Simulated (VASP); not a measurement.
# Ta2Si (Fm-3m) in VASP: notebook

Runs on Ta2Si. Level: PBEsol. Tasks: single point.

All numbers are computed with VASP 6.6.1; they aren't measurements. Logs are shortened: lines on timing, memory, paths and dates and some standing lists are left out, and cuts for length are marked.

## Step 1: The cell of the first run

Symmetry: Fm-3m, No. 225, cubic system. Conventional cell: a = 5.847 Å, b = 5.847 Å, c = 5.847 Å, α = 90.00°, β = 90.00°, γ = 90.00°. Within 3.3 Å of Ta (site symmetry -43m) lie 4 Si at 2.53 Å and 6 Ta at 2.92 Å. Si (site symmetry m-3m) has 8 Ta at 2.53 Å within 3.3 Å.

## Step 2: Single point, PBEsol

File INCAR:

```
SYSTEM = Ta2Si
PREC = Accurate
ENCUT = 520
EDIFF = 1E-6
ISMEAR = 0
SIGMA = 0.05
LREAL = .FALSE.
LASPH = .TRUE.
NELM = 100
ALGO = Normal
ISIF = 2
LWAVE = .FALSE.
LCHARG = .TRUE.
GGA = PS
LELF = .TRUE.
LVHAR = .TRUE.
NBANDS = 20
```

File KPOINTS:

```
regular mesh
0
G
  10 10 10
  0 0 0
```

File POSCAR:

```
Ta2Si
1.0
    0.0000000000      2.9236278172      2.9236278172
    2.9236278172      0.0000000000      2.9236278172
    2.9236278172      2.9236278172      0.0000000000
Ta Si
2 1
Direct
    0.2500000000      0.2500000000      0.2500000000
    0.7500000000      0.7500000000      0.7500000000
    0.0000000000      0.0000000000      0.0000000000
```

Potentials or basis: VASP PAW PBE potentials, release 64 (Ta_pv, Si).

Launch:

```console
cat potpaw_PBE.64/Ta_pv/POTCAR potpaw_PBE.64/Si/POTCAR > POTCAR
mpirun -np 1 vasp_std > vasp.out
```

OUTCAR:

```text
SYSTEM = Ta2Si
   PREC = Accurate
   ENCUT = 520
   EDIFF = 1E-6
   ISMEAR = 0
   LREAL = .FALSE.
   LASPH = .TRUE.
   NELM = 100
   ISIF = 2
   GGA = PS

 ion  position               nearest neighbor table
   1  0.250  0.250  0.250-   3 2.53   3 2.53   3 2.53   3 2.53   2 2.92   2 2.92   2 2.92   2 2.92
                             2 2.92   2 2.92
   2  0.750  0.750  0.750-   3 2.53   3 2.53   3 2.53   3 2.53   1 2.92   1 2.92   1 2.92   1 2.92
                             1 2.92   1 2.92
   3  0.000  0.000  0.000-   2 2.53   2 2.53   2 2.53   1 2.53   2 2.53   1 2.53   1 2.53   1 2.53

  LATTYP: Found a face centered cubic cell.
 ALAT       =     5.8472556344

  Lattice vectors:

 A1 = (   0.0000000000,   2.9236278172,   2.9236278172)
 A2 = (   2.9236278172,   0.0000000000,   2.9236278172)
 A3 = (   2.9236278172,   2.9236278172,   0.0000000000)

Analysis of symmetry for initial positions (statically):
=====================================================================
 Subroutine PRICEL returns:
 Original cell was already a primitive cell.

 Routine SETGRP: Setting up the symmetry group for a
 face centered cubic supercell.

 Subroutine GETGRP returns: Found 48 space group operations
 (whereof 48 operations were pure point group operations)
 out of a pool of 48 trial point group operations.

The static configuration has the point symmetry O_h .

Analysis of symmetry for dynamics (positions and initial velocities):
=====================================================================
 Subroutine PRICEL returns:
 Original cell was already a primitive cell.

 Routine SETGRP: Setting up the symmetry group for a
 face centered cubic supercell.

 Subroutine GETGRP returns: Found 48 space group operations
 (whereof 48 operations were pure point group operations)
 out of a pool of 48 trial point group operations.

The dynamic configuration has the point symmetry O_h .

 Subroutine INISYM returns: Found 48 space group operations
 (whereof 48 operations are pure point group operations),
 and found     1 'primitive' translations

----------------------------------------------------------------------------------------

                                     Primitive cell

  volume of cell :      49.9800

  direct lattice vectors                    reciprocal lattice vectors
     0.000000000  2.923627817  2.923627817    -0.171020400  0.171020400  0.171020400
     2.923627817  0.000000000  2.923627817     0.171020400 -0.171020400  0.171020400
[... 87 lines left out ...]
   EDIFF  = 0.1E-05   stopping-criterion for ELM
   LREAL  =      F    real-space projection
   EDIFFG = 0.1E-04   stopping-criterion for IOM
   NSW    =      0    number of steps for IOM
   IBRION =     -1    ionic relax: 0-MD 1-quasi-New 2-CG
   NFREE  =      0    steps in history (QN), initial steepest desc. (CG)
   ISIF   =      2    stress and relaxation
   ISYM   =      2    0-nonsym 1-usesym 2-fastsym
   POTIM  = 0.5000    time-step for ionic-motion
   TEBEG  =    0.0;   TEEND  =   0.0 temperature during run
   PSTRESS=    0.0 pullay stress
   NELECT =      26.0000    total number of electrons
   NUPDOWN=      -1.0000    fix difference up-down
   EMIN   =  10.00;   EMAX   =-10.00  energy-range for DOS
   EFERMI =   0.00;   METHOD = LEGACY
   ISMEAR =     0;   SIGMA  =   0.05  broadening in eV -4-tet -1-fermi 0-gaus
   EFERMI_NEDOS =   21; number of points for ismear=-14 and -15
   IALGO  =     38    algorithm
   IMIX   =      4    mixing-type and parameters
     AMIX     =   0.40;   BMIX     =  1.00
     AMIX_MAG =   1.60;   BMIX_MAG =  1.00
  volume/ion in A,a.u.               =      16.66       112.43
  Fermi-wavevector in a.u.,A,eV,Ry     =   1.316640  2.488090 23.586272  1.733542
  Thomas-Fermi vector in A             =   2.446738
   LORBIT       =      0    0 simple, 1 ext, 2 COOP (PROOUT), +10 PAW based schemes
   GGA     = PS    functional components
   LHFCALC =     F    Hartree Fock is set to
   AEXX    =    0.0000 exact exchange contribution
   IVDW    =     0    specifies the selected vdW correction
   LEPSILON=     F    determine dielectric tensor
   LRPA    =     F    only Hartree local field effects (RPA)
 non-spin polarized calculation
 Gauss-broadening in eV      SIGMA  =   0.05
  energy-cutoff  :      520.00
  volume of cell :       49.98
 maximum number of plane-waves:      1363
   NGX = 15   NGY = 15   NGZ = 15

 number of electron      26.0000002 magnetization

 Free energy of the ion-electron system (eV)
  ---------------------------------------------------
  ext. energy  EPLUGINS =         0.00000000
  ---------------------------------------------------
  free energy    TOTEN  =       -30.44951651 eV

  energy without entropy =      -30.44699656  energy(sigma->0) =      -30.44825653

 E-fermi :   7.0925     XC(G=0): -12.1822

 val. band max:        7.0766871433   @ k =   0.4000   0.1000   0.0000
 cond. band min:       7.1057014325   @ k =   0.4000   0.2000   0.1000
 fundamental gap:      0.0290142892
 Fermi energy:         7.0925312152

 k-point     1 :       0.0000    0.0000    0.0000
  band No.  band energies     occupation
      1     -27.5033      2.00000
      2     -27.5033      2.00000
      3     -27.5033      2.00000
      4     -26.9817      2.00000
      5     -26.9817      2.00000
      6     -26.9817      2.00000
[... 541 lines left out ...]
     19      12.3623      0.00000
     20      13.6260      0.00000

 [... further k-points ...]

------------------------ aborting loop because EDIFF is reached ----------------------------------------

  FORCE on cell =-STRESS in cart. coord.  units (eV):
  Direction    XX          YY          ZZ          XY          YZ          ZX
  --------------------------------------------------------------------------------------
  -------------------------------------------------------------------------------------
  Total        4.8210801      4.8210801      4.8210801      0.0000000      0.0000000      0.0000000
  in kB      154.5463250    154.5463250    154.5463250      0.0000000      0.0000000      0.0000000
  external PRESSURE =     154.5463250 kB  Pullay stress =       0.0000000 kB

 VOLUME and BASIS-vectors are now :
 -----------------------------------------------------------------------------
  energy-cutoff  :      520.00
  volume of cell :       49.98
      direct lattice vectors                 reciprocal lattice vectors
     0.000000000  2.923627817  2.923627817    -0.171020400  0.171020400  0.171020400
     2.923627817  0.000000000  2.923627817     0.171020400 -0.171020400  0.171020400
     2.923627817  2.923627817  0.000000000     0.171020400  0.171020400 -0.171020400

 POSITION                                       TOTAL-FORCE (eV/Angst)
 -----------------------------------------------------------------------------------
      1.46181      1.46181      1.46181         0.000000      0.000000     -0.000000
      4.38544      4.38544      4.38544        -0.000000     -0.000000      0.000000
      0.00000      0.00000      0.00000        -0.000000     -0.000000     -0.000000
 -----------------------------------------------------------------------------------
    total drift:                               -0.000000     -0.000000      0.000000

  FREE ENERGIE OF THE ION-ELECTRON SYSTEM (eV)
  ---------------------------------------------------
  free  energy   TOTEN  =       -30.4495165078 eV

  energy  without entropy=      -30.4469965582  energy(sigma->0) =      -30.44825653
```

OSZICAR:

```text
N       E                     dE             d eps       ncg     rms          rms(c)
DAV:   1     0.195303454134E+03    0.19530E+03   -0.14296E+04  1880   0.128E+03
DAV:   2    -0.260438963772E+02   -0.22135E+03   -0.21651E+03  2168   0.360E+02
DAV:   3    -0.321141231496E+02   -0.60702E+01   -0.59498E+01  2336   0.550E+01
DAV:   4    -0.321846119330E+02   -0.70489E-01   -0.70362E-01  2244   0.591E+00
DAV:   5    -0.321855704597E+02   -0.95853E-03   -0.95836E-03  2260   0.674E-01    0.232E+01
DAV:   6    -0.306371789250E+02    0.15484E+01   -0.34422E+00  2180   0.116E+01    0.107E+01
DAV:   7    -0.304689971976E+02    0.16818E+00   -0.77210E-01  2328   0.555E+00    0.247E+00
DAV:   8    -0.304500579203E+02    0.18939E-01   -0.66639E-02  2016   0.129E+00    0.296E-01
DAV:   9    -0.304495312089E+02    0.52671E-03   -0.43534E-03  2112   0.391E-01    0.136E-01
DAV:  10    -0.304495193816E+02    0.11827E-04   -0.35356E-04  2280   0.146E-01    0.389E-02
DAV:  11    -0.304495183749E+02    0.10067E-05   -0.12113E-05  2256   0.285E-02    0.153E-02
DAV:  12    -0.304495164439E+02    0.19310E-05   -0.56242E-06  2224   0.176E-02    0.233E-03
DAV:  13    -0.304495165078E+02   -0.63897E-07   -0.11877E-07  1148   0.280E-03
   1 F= -.30449517E+02 E0= -.30448257E+02  d E =-.251995E-02
```

Wall time 21 s (1 thread of Intel Xeon 6975P-C (Granite Rapids), shared host); peak memory 0.2 GiB.

Results:

```yaml
Free_energy: -30.4495 eV
Pressure: 15.5 GPa
Band_gap_on_the_k_mesh: zero (band 13 reaches 9.72 eV, above the bottom of band 14 at 6.57 eV)
```

Caveat: the PAW data sets were made with another functional, which shifts forces and pressure a little; spin-orbit coupling is left out, which moves the levels of the heavy elements.

## Step 3: Single point, PBEsol (volume scaled by 0.960)

File INCAR:

```
SYSTEM = Ta2Si
PREC = Accurate ; ENCUT = 520
EDIFF = 1E-7 ; ISMEAR = 0
SIGMA = 0.05 ; LREAL = .FALSE.
LASPH = .TRUE. ; NELM = 80
ALGO = Normal ; ISIF = 2
LWAVE = .FALSE. ; LCHARG = .FALSE.
GGA = PS ; NBANDS = 20
```

KPOINTS is that of step 2.

File POSCAR:

```
Ta2Si
1.0
    0.0000000000      2.9540721165      2.9540721165
    2.9540721165      0.0000000000      2.9540721165
    2.9540721165      2.9540721165      0.0000000000
Ta Si
2 1
Direct
    0.2500000000      0.2500000000      0.2500000000
    0.7500000000      0.7500000000      0.7500000000
    0.0000000000      0.0000000000      0.0000000000
```

Potentials or basis: VASP PAW PBE potentials, release 64 (Ta_pv, Si).

Launch:

```console
cat potpaw_PBE.64/Ta_pv/POTCAR potpaw_PBE.64/Si/POTCAR > POTCAR
mpirun -np 1 vasp_std > vasp.out
```

It took 22 s on 1 thread of Intel Xeon 6975P-C (Granite Rapids), shared host; peak memory 0.2 GiB.

The run converged. Its results:

- Free energy: -30.5664 eV
- Pressure: 8.4 GPa
- Band gap on the k mesh: zero (band 13 reaches 9.31 eV, above the bottom of band 14 at 6.31 eV)

Levels at points of the mesh, in eV from the Fermi level:
| k point | band 9 | band 10 | band 11 | band 12 | band 13 | band 14 | band 15 | band 16 | band 17 | band 18 |
| --- | --- | --- | --- | --- | --- | --- | --- | --- | --- | --- |
| (0.00, 0.00, 0.00) | -4.81 | -4.81 | -3.12 | -3.12 | 2.01 | 3.38 | 3.38 | 3.38 | 6.16 | 6.16 |
| (0.50, 0.00, 0.00) | -3.46 | -3.46 | -1.06 | -1.06 | -0.09 | -0.02 | 0.43 | 0.43 | 0.72 | 0.72 |
| (0.50, 0.50, 0.00) | -2.94 | -2.74 | -2.13 | -2.13 | -1.98 | 0.98 | 0.98 | 1.66 | 1.66 | 4.18 |

Caveat: the PAW data sets were made with another functional, which shifts forces and pressure a little; spin-orbit coupling is left out, which moves the levels of the heavy elements.
